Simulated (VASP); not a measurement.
# HoNb2As3: single point with PBE

Crystal: HoNb2As3.

```
Ho Nb As
1.0
     3.65796    0.00000    0.00000
     0.00000    3.65796    0.00000
     0.00000    0.00000    9.12826
Ho Nb As
1 2 3
Direct
  0.00000 0.00000 0.00000
  0.50000 0.50000 0.76932
  0.50000 0.50000 0.23068
  0.00000 0.00000 0.68066
  0.00000 0.00000 0.31934
  0.50000 0.50000 0.50000
```

The cell was generated, and may not be a known phase.

```
Program                : VASP 6.6.1
Task                   : single point
Functional             : PBE
Potentials or basis    : VASP PAW PBE potentials, release 64 (Ho_3, Nb_sv, As), 4f in core
Cutoff                 : 500 eV
k mesh                 : 10 × 10 × 4
Occupations            : gaussian, width 0.1 eV
Spin                   : no spin polarisation
Dipole correction      : no
Further INCAR settings : ALGO = Normal; EDIFF = 1e-06; NBANDS = 34
```

The pressure is 0.1 GPa, the largest force is 0.020 eV/Å and the band gap on the k mesh is zero (bands 25 and 26 overlap by 1.09 eV).

Forces in eV/Å, atoms in the order of the input:
```
Ho   0.000  0.000  0.000
Nb   0.000  0.000 -0.009
Nb   0.000  0.000  0.009
As   0.000  0.000 -0.020
As   0.000  0.000  0.020
As   0.000  0.000  0.000
```

Stress tensor (GPa, compression positive):
```
0.09 0.00 0.00
0.00 0.09 0.00
0.00 0.00 0.25
```

Levels at points of the mesh, in eV from the Fermi level:
```
           k point  band 22  band 23  band 24  band 25  band 26  band 27  band 28  band 29
(0.00, 0.00, 0.00)    -1.39    -1.39    -0.50     0.40     0.53     0.81     0.81     1.46
(0.50, 0.00, 0.00)    -1.54    -1.38    -0.47     0.44     0.72     0.72     1.46     1.74
(0.50, 0.50, 0.00)    -1.26    -1.26    -0.96    -0.50    -0.50     0.59     0.59     2.06
(0.00, 0.00, 0.50)    -1.41    -1.41     0.42     0.46     0.52     0.76     0.76     1.55
(0.50, 0.00, 0.50)    -1.27    -0.11    -0.09     0.02     0.21     0.48     1.12     1.85
(0.50, 0.50, 0.50)    -1.38    -1.38    -0.55    -0.39    -0.39     0.63     0.63     1.75
```

Run time: 3.5 min on 1 thread of AMD EPYC 9R45 96-Core Processor (Zen 5) (shared host), peak memory 0.35 GiB.

Caveat: spin-orbit coupling is left out, which moves the levels of the heavy elements; the 4f electrons are frozen in the core, so they carry no moment and show no levels. Spin polarisation is off, so any magnetic state and its effect on volume and gap are missing.
